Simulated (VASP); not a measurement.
Input of a VASP 6.6.1 run:

File INCAR:

```
  PREC = Accurate
  ENCUT = 520
  EDIFF = 1E-7
  ISMEAR = 0
  SIGMA = 0.1
  LREAL = False
  LASPH = True
  NELM = 60
  ALGO = Normal
  ISIF = 2
  LWAVE = False
  LCHARG = False
  GGA = PS
  NBANDS = 44
```

KPOINTS

```
Automatic mesh
0
Gamma
  10 10 8
```

The input POSCAR:

```
CuO
1.0
    4.0442155090      0.0000000000      0.0000000000
    0.0000000000      4.0597091839      0.0000000000
    0.0000000000      0.0000000000      5.2959554191
Cu O
4 4
Direct
    0.2500000000      0.2500000000      0.5000000000
    0.2500000000      0.7500000000      0.0000000000
    0.7500000000      0.7500000000      0.5000000000
    0.7500000000      0.2500000000      0.0000000000
    0.5000000000      0.0000000000      0.7500000000
    0.5000000000      0.0000000000      0.2500000000
    0.0000000000      0.5000000000      0.7500000000
    0.0000000000      0.5000000000      0.2500000000
```

Potentials or basis: VASP PAW PBE potentials, release 64 (Cu, O).

Launch:

```console
$ cat potpaw_PBE.64/Cu/POTCAR potpaw_PBE.64/O/POTCAR > POTCAR
$ mpirun -np 1 vasp_std > vasp.out
```

Problem. Predict the pressure.

Solution. -4.7 GPa.

Problem. Predict the band gap on the k mesh.

Solution. Zero (bands 34 and 35 overlap by 1.11 eV).

Stress tensor (GPa, compression positive):
```
 -1.83   0.00   0.00
  0.00  -1.87   0.00
  0.00   0.00 -10.37
```

Caveat: the cell differs from its parent crystal (uniaxial strain along c: +4.0 %); the stress differs along the axes, from -10 to -2 GPa; the PAW data sets were made with another functional, which shifts forces and pressure a little; semilocal functionals often make such compounds metallic where correlation or magnetic order opens a gap, which also shifts bond lengths.
